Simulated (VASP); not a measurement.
Here is a VASP 6.6.1 calculation.

Contents of INCAR:

```
SYSTEM = BaTaI6
  PREC = Accurate
  ENCUT = 520
  EDIFF = 1E-6
  ISMEAR = 0
  SIGMA = 0.1
  LREAL = .False.
  LASPH = .True.
  NELM = 100
  ALGO = Normal
  ISIF = 2
  LWAVE = .False.
  LCHARG = .False.
  GGA = PE
  NBANDS = 42
```

File KPOINTS:

```
Automatic mesh
0
Gamma
  6 6 6
  0 0 0
```

File POSCAR:

```
BaTaI6
1.0
    0.0000000000      5.1721984135      5.1721984135
    5.1721984135      0.0000000000      5.1721984135
    5.1721984135      5.1721984135      0.0000000000
Ba Ta I
1 1 6
Direct
    0.5000000000      0.5000000000      0.5000000000
    0.0000000000      0.0000000000      0.0000000000
    0.5000000000      0.0000000000      0.0000000000
    0.0000000000      0.5000000000      0.5000000000
    0.0000000000      0.5000000000      0.0000000000
    0.5000000000      0.0000000000      0.5000000000
    0.0000000000      0.0000000000      0.5000000000
    0.5000000000      0.5000000000      0.0000000000
```

Potentials or basis: VASP PAW PBE potentials, release 64 (Ba_sv, Ta_pv, I).

Launch:

```sh
$ cat potpaw_PBE.64/Ba_sv/POTCAR potpaw_PBE.64/Ta_pv/POTCAR potpaw_PBE.64/I/POTCAR > POTCAR
$ mpirun -np 1 vasp_std > vasp.out
```

(1) Estimate the pressure.

Results:

(1) 0.1 GPa.

Caveat: an odd number of electrons without spin polarisation forces a metal; a magnetic or distorted state may lie lower.
